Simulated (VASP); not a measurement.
Runs of VASP 6.6.1 on Ga2As. The structure is that of space group P-6m2 (No. 187), or close to it. The cells are those of the table. The cell was generated, and may not be a known phase.

```tsv
task	cell	k mesh	cutoff (eV)	gap on the mesh (eV)	pressure (GPa)	relaxed volume (Å³/atom)
relaxation of cell and atoms	relaxed from a = 3.895, b = 3.895, c = 5.626 Å, angles 90.0, 90.0, 120.0°, 3 atoms	6 × 6 × 4	600	none	-0.1	19.39
single point	a = 4.373, b = 4.373, c = 4.033 Å, angles 90.0, 90.0, 120.0°, 3 atoms	12 × 12 × 12	520	none	0.1	-
single point	a = 4.351, b = 4.351, c = 4.236 Å, angles 90.0, 90.0, 120.0°, 3 atoms	6 × 6 × 4	520	none	0.1	-
single point	a = 3.895, b = 3.895, c = 5.626 Å, angles 90.0, 90.0, 120.0°, 3 atoms	6 × 6 × 4	520	none	7.0	-
relaxation of cell and atoms	relaxed from a = 4.351, b = 4.351, c = 4.236 Å, angles 90.0, 90.0, 120.0°, 3 atoms	12 × 12 × 12	600	none	0.0	(a)
```

Alike in all rows: level PBE; potentials or basis VASP PAW PBE potentials, release 64 (Ga_d, As); no spin polarisation; smearing gaussian 0.1 eV.

**Question.** Fill in the values left out.

**Answer.** (a) 22.30.

Caveats: some runs use coarse meshes; the volume moved by over 15 % at a fixed basis, so the end points are rough (at least some runs); the stress differs along the axes, from -2 to 11 GPa (at least some runs).

A k mesh can miss the band edges, and the runs leave out spin-orbit coupling on As, Ga.

A gap of «none» marks levels without a gap at the run's occupations.
